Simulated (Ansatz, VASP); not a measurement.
C: VASP beside Ansatz

INCAR

```
ALGO = Normal
EDIFF = 1E-6
ENCUT = 600
GGA = LIBXC
GGA_COMPAT = False
ISIF = 2
ISMEAR = -1
LASPH = True
LCHARG = False
LIBXC1 = GGA_X_B88
LIBXC2 = GGA_C_PBE
LREAL = False
LWAVE = False
NBANDS = 11
NELM = 120
PREC = Accurate
SIGMA = 0.05
```

The input KPOINTS:

```
k-points
0
Gamma
  13 13 13
```

File POSCAR:

```
C
1.0
    0.0000000000      1.7833700000      1.7833700000
    1.7833700000      0.0000000000      1.7833700000
    1.7833700000      1.7833700000      0.0000000000
C
2
Direct
    0.7500000000      0.7500000000      0.7500000000
    0.5000000000      0.5000000000      0.5000000000
```

The input input.yaml:

```yaml
crystal:
  lattice:
    - [0.0, 1.78337, 1.78337]
    - [1.78337, 0.0, 1.78337]
    - [1.78337, 1.78337, 0.0]
  atoms:
    - { symbol: C, position: [0.75, 0.75, 0.75] }
    - { symbol: C, position: [0.5, 0.5, 0.5] }
hamiltonian:
  xc: { exchange: b88, correlation: pbe }
  pseudopotentials: { kind: paw }
kpoints:
  mp_grid: { grid: [13, 13, 13] }
scf:
  occupations: { method: fermi_dirac, width: 0.05 }
output:
  forces: true
  stress: true
  eigenvalues: true
```

Alike in both runs: task single point; functional b88 exchange, pbe correlation; k mesh 13 × 13 × 13; occupations fermi-dirac, width 0.05 eV; no spin polarisation.

|  | VASP | Ansatz |
| --- | --- | --- |
| version | VASP 6.6.1 | Ansatz 0.2.0 |
| potentials or method | VASP PAW PBE potentials, release 64 (C) | Ansatz PAW |
| plane-wave cutoff (eV) | 600 | 420 |
| valence electrons in the cell | 8 | 8 |

|  | VASP | Ansatz | Ansatz less VASP |
| --- | --- | --- | --- |
| gap on the k mesh at the Fermi level (eV) | 4.15 | 4.15 | +0.006 |
| least direct gap on the mesh (eV) | 5.61 | 5.61 | +0.001 |
| pressure (GPa) | 2.2 | 2.2 | 0.00 |

VASP's potentials were made for PBE, not for b88 exchange, pbe correlation.

Noted on Ansatz's run: Pulay correction over one GPa; odd divisions of the mesh miss points on the zone boundary, where band edges often lie, so the gap on the mesh can be too wide.
